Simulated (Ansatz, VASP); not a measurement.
MgO in VASP and in Ansatz

```
CELL_PARAMETERS angstrom
3.06950 0.00000 0.00000
-1.53475 2.53144 0.00000
0.00000 0.00000 5.09210
ATOMIC_POSITIONS crystal
Mg 0.00000 0.00000 0.00000
Mg 0.00000 0.00000 0.50000
O 0.33183 0.66367 0.25000
O 0.66817 0.33633 0.75000
```

Change from the starting cell: uniaxial_x strain +5.0%.

Alike in both runs: task single point; functional PBE; k mesh 12 × 12 × 6; occupations fermi-dirac, width 0.02 eV; no spin polarisation.

```csv
,VASP,Ansatz
version,VASP 6.6.1,Ansatz 0.2.0
potentials or method,"VASP PAW PBE potentials, release 64 (Mg, O)","plane waves, PAW"
plane-wave cutoff (eV),520,420
valence electrons in the cell,16,32
```

```tsv
	VASP	Ansatz	Ansatz less VASP
gap on the k mesh at the Fermi level (eV)	4.02	4.04	+0.017
pressure (GPa)	-1.9	-1.2	+0.66
traceless stress, the component that is largest in VASP (GPa)	-8.91	-8.84	+0.067
rms of the force components (eV/Å)	0.008	0.008	-0.0001
```

Atom by atom the forces differ by 0.000 eV/Å (rms over components). VASP's potentials hold 16 valence electrons a cell and Ansatz's 32, so a difference there can come from the potentials and not from the codes.
